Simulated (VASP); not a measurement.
HfN, 4 atoms in the cell. Symmetry: I4/mmm, No. 139, tetragonal system. The conventional cell has a = 3.183 Å, b = 3.183 Å, c = 4.569 Å, α = 90.00°, β = 90.00°, γ = 90.00°. Hf (site symmetry 4/mmm) has 6 N at 2.25 to 2.28 Å within 3.0 Å. N (site symmetry 4/mmm) has 6 Hf at 2.25 to 2.28 Å within 3.0 Å.  This cell differs from its parent crystal: strain along c alone, the other axes held: +1.5 %.

```yaml
Program: VASP 6.6.1
Task: single point
Functional: PBEsol
Potentials_or_basis: VASP PAW PBE potentials, release 64 (Hf_pv, N)
Cutoff: 520 eV
k_mesh: 16 × 16 × 12
Occupations: gaussian, width 0.1 eV
Spin: no spin polarisation
Dipole_correction: no
Further_INCAR_settings: ALGO = Normal; EDIFF = 1e-07; NBANDS = 23
```

Potentials or basis: VASP PAW PBE potentials, release 64 (Hf_pv, N).

The run is started by

```sh
$ cat potpaw_PBE.64/Hf_pv/POTCAR potpaw_PBE.64/N/POTCAR > POTCAR
$ mpirun -np 1 vasp_std > vasp.out
```

Hardware: 1 thread of Intel Xeon 8259CL, with other jobs on the host.

**Question.** How long does it take, and how much memory?

**Answer.** Wall time 4.4 min on 1 thread of Intel Xeon 8259CL, on a shared host, peak memory 0.39 GiB. Counts: scf iterations 14, k points 315.
